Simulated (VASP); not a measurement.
# W12S in VASP: single point with PBE

Aim: the single point of W12S with PBE.

Everything below comes from runs of VASP 6.6.1. Logs are shortened: lines on timing, memory, paths and dates and some standing lists are left out, and cuts for length are marked.

## 1. The cell of the first run

The cell holds a slab with vacuum, 13 atoms: a = 5.709 Å, b = 5.709 Å, c = 19.445 Å, α = 90.00°, β = 90.00°, γ = 90.00°.

## 2. Single point, PBE

Contents of INCAR:

```
SYSTEM = W12S
ALGO = Normal
DIPOL = 0.5 0.5 0.322
EDIFF = 1E-7
ENCUT = 520
GGA = PE
IDIPOL = 3
ISIF = 2
ISMEAR = 0
LASPH = .True.
LCHARG = .False.
LDIPOL = .True.
LREAL = .False.
LWAVE = .False.
NBANDS = 99
NELM = 80
PREC = Accurate
SIGMA = 0.1
```

Contents of KPOINTS:

```
k-points
0
Gamma
  5 5 1
  0 0 0
```

Contents of POSCAR:

```
W12S
1.0
    5.7094426444      0.0000000000      0.0000000000
    0.0000000000      5.7094426444      0.0000000000
    0.0000000000      0.0000000000     19.4446428403
W S
12 1
Direct
    0.2500000000      0.2500000000      0.2057121868
    0.2500000000      0.7500000000      0.2057121868
    0.7500000000      0.2500000000      0.2057121868
    0.7500000000      0.7500000000      0.2057121868
    0.0000000000      0.0000000000      0.3071173005
    0.0000000000      0.5000000000      0.3071173005
    0.5000000000      0.0000000000      0.3071173005
    0.5000000000      0.5000000000      0.3071173005
    0.2500000000      0.2500000000      0.4085774630
    0.2500000000      0.7500000000      0.4085774630
    0.7500000000      0.2500000000      0.4085774630
    0.7500000000      0.7500000000      0.4085774630
    0.2500000000      0.5000000000      0.5044314060
```

Potentials or basis: VASP PAW PBE potentials, release 64 (W_sv, S).

Started as:

```console
> cat potpaw_PBE.64/W_sv/POTCAR potpaw_PBE.64/S/POTCAR > POTCAR
> mpirun -np 1 vasp_std > vasp.out
```

OUTCAR:

```text
SYSTEM = W12S
   EDIFF = 1E-7
   ENCUT = 520
   GGA = PE
   ISIF = 2
   ISMEAR = 0
   LASPH = .True.
   LREAL = .False.
   NELM = 80
   PREC = Accurate

 ion  position               nearest neighbor table
   1  0.250  0.250  0.206-   5 2.82   6 2.82   7 2.82   8 2.82   2 2.85   3 2.85   2 2.85   3 2.85

   2  0.250  0.750  0.206-   5 2.82   6 2.82   7 2.82   8 2.82   1 2.85   4 2.85   1 2.85   4 2.85

   3  0.750  0.250  0.206-   5 2.82   6 2.82   7 2.82   8 2.82   1 2.85   4 2.85   4 2.85   1 2.85

   4  0.750  0.750  0.206-   5 2.82   6 2.82   7 2.82   8 2.82   2 2.85   3 2.85   3 2.85   2 2.85

   5  0.000  0.000  0.307-   1 2.82   2 2.82   3 2.82   4 2.82   9 2.82  10 2.82  11 2.82  12 2.82
                             6 2.85   7 2.85   6 2.85   7 2.85
   6  0.000  0.500  0.307-   1 2.82   2 2.82   3 2.82   4 2.82   9 2.82  10 2.82  11 2.82  12 2.82
                             5 2.85   8 2.85   5 2.85   8 2.85
   7  0.500  0.000  0.307-   1 2.82   2 2.82   3 2.82   4 2.82   9 2.82  10 2.82  11 2.82  12 2.82
                             5 2.85   8 2.85   8 2.85   5 2.85
   8  0.500  0.500  0.307-   1 2.82   2 2.82   3 2.82   4 2.82   9 2.82  10 2.82  11 2.82  12 2.82
                             6 2.85   7 2.85   7 2.85   6 2.85
   9  0.250  0.250  0.409-  13 2.35   6 2.82   7 2.82   8 2.82   5 2.82  11 2.85  10 2.85  10 2.85
                            11 2.85
  10  0.250  0.750  0.409-  13 2.35   6 2.82   7 2.82   8 2.82   5 2.82  12 2.85   9 2.85   9 2.85
                            12 2.85
  11  0.750  0.250  0.409-   5 2.82   6 2.82   7 2.82   8 2.82   9 2.85  12 2.85  12 2.85   9 2.85

  12  0.750  0.750  0.409-   5 2.82   6 2.82   7 2.82   8 2.82  10 2.85  11 2.85  11 2.85  10 2.85

  13  0.250  0.500  0.504-   9 2.35  10 2.35

  LATTYP: Found a simple tetragonal cell.
 ALAT       =     5.7094426444
 C/A-ratio  =     3.4056989537

  Lattice vectors:

 A1 = (   5.7094426444,   0.0000000000,   0.0000000000)
 A2 = (   0.0000000000,   5.7094426444,   0.0000000000)
 A3 = (   0.0000000000,   0.0000000000,  19.4446428403)

Analysis of symmetry for initial positions (statically):
=====================================================================
 Subroutine PRICEL returns:
 Original cell was already a primitive cell.

 Routine SETGRP: Setting up the symmetry group for a
 simple tetragonal supercell.

 Subroutine GETGRP returns: Found  4 space group operations
 (whereof  2 operations were pure point group operations)
 out of a pool of 16 trial point group operations.

The static configuration has the point symmetry C_1h.
 The point group associated with its full space group is C_2v.

Analysis of symmetry for dynamics (positions and initial velocities):
=====================================================================
 Subroutine PRICEL returns:
 Original cell was already a primitive cell.

 Routine SETGRP: Setting up the symmetry group for a
 simple tetragonal supercell.

 Subroutine GETGRP returns: Found  4 space group operations
 (whereof  2 operations were pure point group operations)
 out of a pool of 16 trial point group operations.

The dynamic configuration has the point symmetry C_1h.
 The point group associated with its full space group is C_2v.

 Subroutine INISYM returns: Found  4 space group operations
 (whereof  2 operations are pure point group operations),
 and found     1 'primitive' translations

----------------------------------------------------------------------------------------

                                     Primitive cell

  volume of cell :     633.8513

  direct lattice vectors                    reciprocal lattice vectors
     5.709442644  0.000000000  0.000000000     0.175148445  0.000000000  0.000000000
     0.000000000  5.709442644  0.000000000     0.000000000  0.175148445  0.000000000
     0.000000000  0.000000000 19.444642840     0.000000000  0.000000000  0.051428047

  length of vectors
     5.709442644  5.709442644 19.444642840     0.175148445  0.175148445  0.051428047

  position of ions in fractional coordinates (direct lattice)
     0.250000000  0.250000000  0.205712187
     0.250000000  0.750000000  0.205712187
     0.750000000  0.250000000  0.205712187
     0.750000000  0.750000000  0.205712187
     0.000000000  0.000000000  0.307117301
     0.000000000  0.500000000  0.307117301
     0.500000000  0.000000000  0.307117301
     0.500000000  0.500000000  0.307117301
     0.250000000  0.250000000  0.408577463
     0.250000000  0.750000000  0.408577463
     0.750000000  0.250000000  0.408577463
     0.750000000  0.750000000  0.408577463
     0.250000000  0.500000000  0.504431406

  ion indices of the primitive-cell ions
   primitive index   ion index
                 1           1
                 2           2
                 3           3
                 4           4
                 5           5
                 6           6
                 7           7
                 8           8
                 9           9
                10          10
                11          11
                12          12
                13          13

----------------------------------------------------------------------------------------

 KPOINTS: k-points

Automatic generation of k-mesh.
 Grid dimensions read from file:
 generate k-points for:    5    5    1

 Generating k-lattice:

  Cartesian coordinates                     Fractional coordinates (reciprocal lattice)
     0.035029689  0.000000000  0.000000000     0.200000000  0.000000000  0.000000000
     0.000000000  0.035029689  0.000000000     0.000000000  0.200000000  0.000000000
     0.000000000  0.000000000  0.051428047     0.000000000  0.000000000  1.000000000

  Length of vectors
     0.035029689  0.035029689  0.051428047

  Shift w.r.t. Gamma in fractional coordinates (k-lattice)
     0.000000000  0.000000000  0.000000000

 Subroutine IBZKPT returns following result:
 ===========================================

 Found      9 irreducible k-points:

 Following reciprocal coordinates:
            Coordinates               Weight
  0.000000  0.000000  0.000000      1.000000
  0.200000  0.000000  0.000000      2.000000
  0.000000  0.200000  0.000000      2.000000
  0.400000  0.000000  0.000000      2.000000
  0.000000  0.400000  0.000000      2.000000
  0.200000  0.200000  0.000000      4.000000
  0.400000  0.200000  0.000000      4.000000
 -0.200000  0.400000  0.000000      4.000000
  0.400000  0.400000  0.000000      4.000000
   k-points           NKPTS =      9   k-points in BZ     NKDIM =      9   number of bands    NBANDS=     99
   number of dos      NEDOS =    301   number of ions     NIONS =     13
   total plane-waves  NPLWV = 264600
   dimension x,y,z NGX =    42 NGY =   42 NGZ =  150
   dimension x,y,z NGXF=    84 NGYF=   84 NGZF=  300
   ions per type =              12   1
   NGX,Y,Z   is equivalent  to a cutoff of  12.23, 12.23, 12.82 a.u.
   NGXF,Y,Z  is equivalent  to a cutoff of  24.46, 24.46, 25.65 a.u.
 SYSTEM =  W12S
   PREC   = accura    normal or accurate (medium, high low for compatibility)
   ISTART =      0    job   : 0-new  1-cont  2-samecut
   ICHARG =      2    charge: 1-file 2-atom 10-const
   ISPIN  =      1    spin polarized calculation?
   LNONCOLLINEAR =      F non collinear calculations
   LSORBIT =      F    spin-orbit coupling
   LASPH  =      T    aspherical Exc in radial PAW
   ENCUT  =  520.0 eV  38.22 Ry    6.18 a.u.  10.62 10.62 36.15*2*pi/ulx,y,z
   NELM   =     80;   NELMIN=  2; NELMDL= -5     # of ELM steps
   EDIFF  = 0.1E-06   stopping-criterion for ELM
   LREAL  =      F    real-space projection
   EDIFFG = 0.1E-05   stopping-criterion for IOM
   NSW    =      0    number of steps for IOM
   IBRION =     -1    ionic relax: 0-MD 1-quasi-New 2-CG
   NFREE  =      0    steps in history (QN), initial steepest desc. (CG)
   ISIF   =      2    stress and relaxation
   ISYM   =      2    0-nonsym 1-usesym 2-fastsym
   POTIM  = 0.5000    time-step for ionic-motion
   TEBEG  =    0.0;   TEEND  =   0.0 temperature during run
   PSTRESS=    0.0 pullay stress
   NELECT =     174.0000    total number of electrons
   NUPDOWN=      -1.0000    fix difference up-down
   EMIN   =  10.00;   EMAX   =-10.00  energy-range for DOS
   EFERMI =   0.00;   METHOD = LEGACY
   ISMEAR =     0;   SIGMA  =   0.10  broadening in eV -4-tet -1-fermi 0-gaus
   EFERMI_NEDOS =   21; number of points for ismear=-14 and -15
   IALGO  =     38    algorithm
   IMIX   =      4    mixing-type and parameters
     AMIX     =   0.40;   BMIX     =  1.00
     AMIX_MAG =   1.60;   BMIX_MAG =  1.00
  volume/ion in A,a.u.               =      48.76       329.03
  Fermi-wavevector in a.u.,A,eV,Ry     =   1.063969  2.010609 15.402190  1.132029
  Thomas-Fermi vector in A             =   2.199471
   LORBIT       =      0    0 simple, 1 ext, 2 COOP (PROOUT), +10 PAW based schemes
   GGA     = PE    functional components
   LHFCALC =     F    Hartree Fock is set to
   AEXX    =    0.0000 exact exchange contribution
   IVDW    =     0    specifies the selected vdW correction
   LEPSILON=     F    determine dielectric tensor
   LRPA    =     F    only Hartree local field effects (RPA)
 non-spin polarized calculation
 Gauss-broadening in eV      SIGMA  =   0.10
  energy-cutoff  :      520.00
  volume of cell :      633.85
 maximum number of plane-waves:     17090
   NGX = 21   NGY = 21   NGZ = 73

 dipolmoment           0.000000      0.000000     -0.010880 electrons x Angstroem

 number of electron     174.0000020 magnetization

 dipolmoment           0.000000      0.000000      0.051241 electrons x Angstroem

 Free energy of the ion-electron system (eV)
  ---------------------------------------------------
  ext. energy  EPLUGINS =         0.00000000
  ---------------------------------------------------
  free energy    TOTEN  =      -143.03457446 eV

  energy without entropy =     -142.92081619  energy(sigma->0) =     -142.97769533

 E-fermi :   0.4726     XC(G=0):  -5.5541

 val. band max:        0.4702894497   @ k =   0.0000   0.4000   0.0000
 cond. band min:       0.4759751880   @ k =   0.2000   0.0000   0.0000
 fundamental gap:      0.0056857383
 Fermi energy:         0.4726271838

 k-point     1 :       0.0000    0.0000    0.0000
  band No.  band energies     occupation
      1     -73.4005      2.00000
      2     -73.3581      2.00000
      3     -73.3528      2.00000
      4     -73.3474      2.00000
      5     -73.3170      2.00000
      6     -73.3067      2.00000
[... 91 lines left out ...]
     98       2.3438      0.00000
     99       2.3805      0.00000

 k-point     2 :       0.2000    0.0000    0.0000
  band No.  band energies     occupation
      1     -73.3970      2.00000
      2     -73.3558      2.00000
      3     -73.3555      2.00000
      4     -73.3447      2.00000
      5     -73.3197      2.00000
      6     -73.3042      2.00000
[... 703 lines left out ...]
     98       1.8194      0.00000
     99       1.9883      0.00000

 k-point     9 :       0.4000    0.4000    0.0000
  band No.  band energies     occupation
      1     -73.3758      2.00000
      2     -73.3636      2.00000
      3     -73.3499      2.00000
      4     -73.3382      2.00000
      5     -73.3248      2.00000
      6     -73.3127      2.00000
[... 91 lines left out ...]
     98       1.4317      0.00000
     99       1.6001      0.00000

------------------------ aborting loop because EDIFF is reached ----------------------------------------

 vacuum level on the upper side and lower side of the slab       (xc-potential included)         0.076        -0.189

  FORCE on cell =-STRESS in cart. coord.  units (eV):
  Direction    XX          YY          ZZ          XY          YZ          ZX
  --------------------------------------------------------------------------------------
  -------------------------------------------------------------------------------------
  Total      -24.0546029    -22.1980093      0.3538705      0.0000000      0.0000000      0.0000000
  in kB      -60.8024913    -56.1096051      0.8944737      0.0000000      0.0000000      0.0000000
  external PRESSURE =     -38.6725409 kB  Pullay stress =       0.0000000 kB

 VOLUME and BASIS-vectors are now :
 -----------------------------------------------------------------------------
  energy-cutoff  :      520.00
  volume of cell :      633.85
      direct lattice vectors                 reciprocal lattice vectors
     5.709442644  0.000000000  0.000000000     0.175148445  0.000000000  0.000000000
     0.000000000  5.709442644  0.000000000     0.000000000  0.175148445  0.000000000
     0.000000000  0.000000000 19.444642840     0.000000000  0.000000000  0.051428047

 POSITION                                       TOTAL-FORCE (eV/Angst)
 -----------------------------------------------------------------------------------
      1.42736      1.42736      4.00000        -0.000000     -0.059753      0.075958
      1.42736      4.28208      4.00000        -0.000000      0.059753      0.075958
      4.28208      1.42736      4.00000         0.000000     -0.083428     -0.051181
      4.28208      4.28208      4.00000         0.000000      0.083428     -0.051181
      0.00000      0.00000      5.97179        -0.477102      0.000000     -0.190880
      0.00000      2.85472      5.97179         0.033049      0.000000      0.018531
      2.85472      0.00000      5.97179         0.477102      0.000000     -0.190880
      2.85472      2.85472      5.97179        -0.033049      0.000000      0.018531
      1.42736      1.42736      7.94464        -0.000000     -0.410778      0.475221
      1.42736      4.28208      7.94464        -0.000000      0.410778      0.475221
      4.28208      1.42736      7.94464         0.000000     -0.076159     -0.333341
      4.28208      4.28208      7.94464         0.000000      0.076159     -0.333341
      1.42736      2.85472      9.80849        -0.000000      0.000000      0.011383
 -----------------------------------------------------------------------------------
    total drift:                                0.000000      0.000000      0.000399

  FREE ENERGIE OF THE ION-ELECTRON SYSTEM (eV)
  ---------------------------------------------------
  free  energy   TOTEN  =      -143.0345744617 eV

  energy  without entropy=     -142.9208161916  energy(sigma->0) =     -142.97769533

 vacuum level on the upper side and lower side of the slab         5.294         5.003
```

It took 31 min on 1 thread of Intel Xeon Platinum 8488C (Sapphire Rapids), shared host; peak memory 0.78 GiB.

Results:

```
Free energy            : -143.0346 eV
Largest force          : 0.628 eV/Å
Band gap on the k mesh : zero (bands 87 and 88 overlap by 0.17 eV)
```

Forces in eV/Å, atoms in the order of the input:
```
W    0.000 -0.060  0.076
W    0.000  0.060  0.076
W    0.000 -0.083 -0.051
W    0.000  0.083 -0.051
W   -0.477  0.000 -0.191
W    0.033  0.000  0.019
W    0.477  0.000 -0.191
W   -0.033  0.000  0.019
W    0.000 -0.411  0.475
W    0.000  0.411  0.475
W    0.000 -0.076 -0.333
W    0.000  0.076 -0.333
S    0.000  0.000  0.011
```

Caveat: spin-orbit coupling is left out, which moves the levels of the heavy elements.
